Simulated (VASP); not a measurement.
# AlRu (Cm) in VASP: single point with PBEsol

Aim: the single point of AlRu with PBEsol.

Program: VASP 6.6.1. These are calculated values, not measurements. Logs are shortened: lines on timing, memory, paths and dates and some standing lists are left out, and cuts for length are marked.

### Step 1. The cell of the first run

Symmetry: Cm, No. 8, monoclinic system. Conventional cell: a = 4.209 Å, b = 4.209 Å, c = 2.976 Å, α = 90.00°, β = 90.00°, γ = 90.00°. Al (site symmetry m) has 8 Ru at 2.26 to 2.89 Å and 6 Al at 2.98 Å within 3.0 Å. Within 3.0 Å of Ru (site symmetry m) lie 8 Al at 2.26 to 2.89 Å and 6 Ru at 2.98 Å.

### Step 2. Single point, PBEsol (atom 1 (Al) moved by (-0.225, -0.225) A along [1 1 0] and z)

Input file INCAR:

```
SYSTEM = AlRu
ALGO = Fast
EDIFF = 1E-7
ENCUT = 520
GGA = PS
ISIF = 2
ISMEAR = 0
LASPH = .TRUE.
LCHARG = .FALSE.
LREAL = .FALSE.
LWAVE = .FALSE.
NBANDS = 16
NELM = 60
PREC = Accurate
SIGMA = 0.15
```

Input file KPOINTS:

```
k-points
0
G
  20 20 20
  0 0 0
```

Input file POSCAR:

```
AlRu
1.0
    2.9764078218      0.0000000000      0.0000000000
    0.0000000000      2.9764078218      0.0000000000
    0.0000000000      0.0000000000      2.9764078218
Al Ru
1 1
Direct
   -0.0534533691     -0.0534533691     -0.0755944795
    0.5000000000      0.5000000000      0.5000000000
```

Potentials or basis: VASP PAW PBE potentials, release 64 (Al, Ru_pv).

Launch:

```sh
$ cat potpaw_PBE.64/Al/POTCAR potpaw_PBE.64/Ru_pv/POTCAR > POTCAR
$ mpirun -np 1 vasp_std > vasp.out
```

OUTCAR:

```text
SYSTEM = AlRu
   EDIFF = 1E-7
   ENCUT = 520
   GGA = PS
   ISIF = 2
   ISMEAR = 0
   LASPH = .TRUE.
   LREAL = .FALSE.
   NELM = 60
   PREC = Accurate

 ion  position               nearest neighbor table
   1  0.947  0.947  0.924-   2 2.26   2 2.46   2 2.46   2 2.54   2 2.65   2 2.72   2 2.72   2 2.89

   2  0.500  0.500  0.500-   1 2.26   1 2.46   1 2.46   1 2.54   1 2.65   1 2.72   1 2.72   1 2.89

  LATTYP: Found a simple cubic cell.
 ALAT       =     2.9764078218

  Lattice vectors:

 A1 = (   2.9764078218,   0.0000000000,   0.0000000000)
 A2 = (   0.0000000000,   2.9764078218,   0.0000000000)
 A3 = (   0.0000000000,   0.0000000000,   2.9764078218)

Analysis of symmetry for initial positions (statically):
=====================================================================
 Subroutine PRICEL returns:
 Original cell was already a primitive cell.

 Routine SETGRP: Setting up the symmetry group for a
 simple cubic supercell.

 Subroutine GETGRP returns: Found  2 space group operations
 (whereof  2 operations were pure point group operations)
 out of a pool of 48 trial point group operations.

The static configuration has the point symmetry C_1h.

Analysis of symmetry for dynamics (positions and initial velocities):
=====================================================================
 Subroutine PRICEL returns:
 Original cell was already a primitive cell.

 Routine SETGRP: Setting up the symmetry group for a
 simple cubic supercell.

 Subroutine GETGRP returns: Found  2 space group operations
 (whereof  2 operations were pure point group operations)
 out of a pool of 48 trial point group operations.

The dynamic configuration has the point symmetry C_1h.

 Subroutine INISYM returns: Found  2 space group operations
 (whereof  2 operations are pure point group operations),
 and found     1 'primitive' translations

----------------------------------------------------------------------------------------

                                     Primitive cell

  volume of cell :      26.3680

  direct lattice vectors                    reciprocal lattice vectors
     2.976407822  0.000000000  0.000000000     0.335975464  0.000000000  0.000000000
     0.000000000  2.976407822  0.000000000     0.000000000  0.335975464  0.000000000
     0.000000000  0.000000000  2.976407822     0.000000000  0.000000000  0.335975464

  length of vectors
     2.976407822  2.976407822  2.976407822     0.335975464  0.335975464  0.335975464

  position of ions in fractional coordinates (direct lattice)
     0.946546631  0.946546631  0.924405521
     0.500000000  0.500000000  0.500000000

  ion indices of the primitive-cell ions
   primitive index   ion index
                 1           1
                 2           2

----------------------------------------------------------------------------------------

 KPOINTS: k-points

Automatic generation of k-mesh.
 Grid dimensions read from file:
 generate k-points for:   20   20   20

 Generating k-lattice:

  Cartesian coordinates                     Fractional coordinates (reciprocal lattice)
     0.016798773  0.000000000  0.000000000     0.050000000  0.000000000  0.000000000
     0.000000000  0.016798773  0.000000000     0.000000000  0.050000000  0.000000000
     0.000000000  0.000000000  0.016798773     0.000000000  0.000000000  0.050000000

  Length of vectors
     0.016798773  0.016798773  0.016798773

  Shift w.r.t. Gamma in fractional coordinates (k-lattice)
     0.000000000  0.000000000  0.000000000

 Subroutine IBZKPT returns following result:
 ===========================================

 Found   2112 irreducible k-points:

 Following reciprocal coordinates:
            Coordinates               Weight
  0.000000  0.000000  0.000000      1.000000
  0.050000  0.000000  0.000000      4.000000
  0.000000  0.000000  0.050000      2.000000
  0.100000  0.000000  0.000000      4.000000
  0.000000  0.000000  0.100000      2.000000
  0.150000  0.000000  0.000000      4.000000
[... 16 lines left out ...]
  0.000000  0.050000  0.050000      4.000000
 -0.050000  0.050000  0.000000      2.000000
 [... further k-points ...]
   k-points           NKPTS =   2112   k-points in BZ     NKDIM =   2112   number of bands    NBANDS=     16
   number of dos      NEDOS =    301   number of ions     NIONS =      2
   total plane-waves  NPLWV =  13824
   dimension x,y,z NGX =    24 NGY =   24 NGZ =   24
   dimension x,y,z NGXF=    48 NGYF=   48 NGZF=   48
   ions per type =               1   1
   NGX,Y,Z   is equivalent  to a cutoff of  13.41, 13.41, 13.41 a.u.
   NGXF,Y,Z  is equivalent  to a cutoff of  26.81, 26.81, 26.81 a.u.
 SYSTEM =  AlRu
   PREC   = accura    normal or accurate (medium, high low for compatibility)
   ISTART =      0    job   : 0-new  1-cont  2-samecut
   ICHARG =      2    charge: 1-file 2-atom 10-const
   ISPIN  =      1    spin polarized calculation?
   LNONCOLLINEAR =      F non collinear calculations
   LSORBIT =      F    spin-orbit coupling
   LASPH  =      T    aspherical Exc in radial PAW
   ENCUT  =  520.0 eV  38.22 Ry    6.18 a.u.   5.53  5.53  5.53*2*pi/ulx,y,z
   NELM   =     60;   NELMIN=  2; NELMDL= -5     # of ELM steps
   EDIFF  = 0.1E-06   stopping-criterion for ELM
   LREAL  =      F    real-space projection
   EDIFFG = 0.1E-05   stopping-criterion for IOM
   NSW    =      0    number of steps for IOM
   IBRION =     -1    ionic relax: 0-MD 1-quasi-New 2-CG
   NFREE  =      0    steps in history (QN), initial steepest desc. (CG)
   ISIF   =      2    stress and relaxation
   ISYM   =      2    0-nonsym 1-usesym 2-fastsym
   POTIM  = 0.5000    time-step for ionic-motion
   TEBEG  =    0.0;   TEEND  =   0.0 temperature during run
   PSTRESS=    0.0 pullay stress
   NELECT =      17.0000    total number of electrons
   NUPDOWN=      -1.0000    fix difference up-down
   EMIN   =  10.00;   EMAX   =-10.00  energy-range for DOS
   EFERMI =   0.00;   METHOD = LEGACY
   ISMEAR =     0;   SIGMA  =   0.15  broadening in eV -4-tet -1-fermi 0-gaus
   EFERMI_NEDOS =   21; number of points for ismear=-14 and -15
   IALGO  =     68    algorithm
   IMIX   =      4    mixing-type and parameters
     AMIX     =   0.40;   BMIX     =  1.00
     AMIX_MAG =   1.60;   BMIX_MAG =  1.00
  volume/ion in A,a.u.               =      13.18        88.97
  Fermi-wavevector in a.u.,A,eV,Ry     =   1.414269  2.672581 27.213787  2.000157
  Thomas-Fermi vector in A             =   2.535829
   LORBIT       =      0    0 simple, 1 ext, 2 COOP (PROOUT), +10 PAW based schemes
   GGA     = PS    functional components
   LHFCALC =     F    Hartree Fock is set to
   AEXX    =    0.0000 exact exchange contribution
   IVDW    =     0    specifies the selected vdW correction
   LEPSILON=     F    determine dielectric tensor
   LRPA    =     F    only Hartree local field effects (RPA)
 non-spin polarized calculation
 RMM-DIIS sequential band-by-band and
 Gauss-broadening in eV      SIGMA  =   0.15
  energy-cutoff  :      520.00
  volume of cell :       26.37
 maximum number of plane-waves:       739
 NGX is ok and might be reduce to    24
   NGX = 11   NGY = 11   NGZ = 11

 number of electron      16.9999996 magnetization

 Free energy of the ion-electron system (eV)
  ---------------------------------------------------
  ext. energy  EPLUGINS =         0.00000000
  ---------------------------------------------------
  free energy    TOTEN  =       -15.07560695 eV

  energy without entropy =      -15.05687102  energy(sigma->0) =      -15.06623899

 E-fermi :  10.7470     XC(G=0): -12.7355

 val. band max:       10.7466823442   @ k =  -0.4000   0.5000   0.3500
 cond. band min:      10.7476587769   @ k =   0.0000   0.4000   0.1500
 fundamental gap:      0.0009764326
 Fermi energy:        10.7469657506

 k-point     1 :       0.0000    0.0000    0.0000
  band No.  band energies     occupation
      1     -30.9393      2.00000
      2     -30.9126      2.00000
      3     -30.9061      2.00000
      4       1.0738      2.00000
      5       7.0025      2.00000
      6       7.0269      2.00000
[... 8 lines left out ...]
     15      22.8694      0.00000
     16      25.4977      0.00000

 k-point     2 :       0.0500    0.0000    0.0000
  band No.  band energies     occupation
      1     -30.9414      2.00000
      2     -30.9152      2.00000
      3     -30.9062      2.00000
      4       1.1228      2.00000
      5       7.0213      2.00000
      6       7.0447      2.00000
[... 8 lines left out ...]
     15      22.8699      0.00000
     16      25.6489      0.00000

 k-point     3 :       0.0000    0.0000    0.0500
  band No.  band energies     occupation
      1     -30.9409      2.00000
      2     -30.9121      2.00000
      3     -30.9097      2.00000
      4       1.1225      2.00000
      5       7.0190      2.00000
      6       7.0464      2.00000
[... 8 lines left out ...]
     15      22.8698      0.00000
     16      25.6377      0.00000

 k-point     4 :       0.1000    0.0000    0.0000
  band No.  band energies     occupation
      1     -30.9509      2.00000
      2     -30.9201      2.00000
      3     -30.9053      2.00000
      4       1.2688      2.00000
      5       7.0725      2.00000
      6       7.0957      2.00000
[... 8 lines left out ...]
     15      22.8731      0.00000
     16      26.1188      0.00000
[... 324 lines left out ...]
 k-point    22 :       0.0500    0.0500    0.0000
  band No.  band energies     occupation
      1     -30.9432      2.00000
      2     -30.9175      2.00000
      3     -30.9067      2.00000
      4       1.1718      2.00000
      5       7.0408      2.00000
      6       7.0622      2.00000
[... 8 lines left out ...]
     15      22.8701      0.00000
     16      25.7778      0.00000

 k-point    23 :       0.0000    0.0500    0.0500
  band No.  band energies     occupation
      1     -30.9428      2.00000
      2     -30.9150      2.00000
      3     -30.9096      2.00000
      4       1.1715      2.00000
      5       7.0381      2.00000
      6       7.0645      2.00000
[... 8 lines left out ...]
     15      22.8701      0.00000
     16      25.7652      0.00000

 k-point    24 :      -0.0500    0.0500    0.0000
  band No.  band energies     occupation
      1     -30.9428      2.00000
      2     -30.9180      2.00000
      3     -30.9066      2.00000
      4       1.1716      2.00000
      5       7.0413      2.00000
      6       7.0615      2.00000
[... 8 lines left out ...]
     15      22.8702      0.00000
     16      25.7991      0.00000

 [... further k-points ...]

------------------------ aborting loop because EDIFF is reached ----------------------------------------

  FORCE on cell =-STRESS in cart. coord.  units (eV):
  Direction    XX          YY          ZZ          XY          YZ          ZX
  --------------------------------------------------------------------------------------
  -------------------------------------------------------------------------------------
  Total        1.5286431      1.5286431      1.1294461      0.8078583      1.0444795      1.0444796
  in kB       92.8836722     92.8836722     68.6275942     49.0872251     63.4648414     63.4648444
  external PRESSURE =      84.7983129 kB  Pullay stress =       0.0000000 kB

 VOLUME and BASIS-vectors are now :
 -----------------------------------------------------------------------------
  energy-cutoff  :      520.00
  volume of cell :       26.37
      direct lattice vectors                 reciprocal lattice vectors
     2.976407822  0.000000000  0.000000000     0.335975464  0.000000000  0.000000000
     0.000000000  2.976407822  0.000000000     0.000000000  0.335975464  0.000000000
     0.000000000  0.000000000  2.976407822     0.000000000  0.000000000  0.335975464

 POSITION                                       TOTAL-FORCE (eV/Angst)
 -----------------------------------------------------------------------------------
      2.81731      2.81731      2.75141         1.610746      1.610746      2.106869
      1.48820      1.48820      1.48820        -1.610746     -1.610746     -2.106869
 -----------------------------------------------------------------------------------
    total drift:                                0.000154      0.000154      0.000205

  FREE ENERGIE OF THE ION-ELECTRON SYSTEM (eV)
  ---------------------------------------------------
  free  energy   TOTEN  =       -15.0756069544 eV

  energy  without entropy=      -15.0568710248  energy(sigma->0) =      -15.06623899
```

Wall time 21 min (1 thread of Oxide Virtual Turin-like, shared host); peak memory 0.86 GiB.

What came out:

| Property | Result |
| --- | --- |
| Free energy | -15.0756 eV |
| Pressure | 8.5 GPa |
| Largest force | 3.103 eV/Å |
| Band gap on the k mesh | zero (an odd number of electrons rules out a gap without spin polarisation) |

Forces on the atoms (eV/Å):
```
Al   1.611  1.611  2.107
Ru  -1.611 -1.611 -2.107
```

Caveat: the cell differs from its parent crystal (atom 1 (Al) moved by (-0.225, -0.225) A along [1 1 0] and z); the cell stands under pressure; the PAW data sets were made with another functional, which shifts forces and pressure a little.
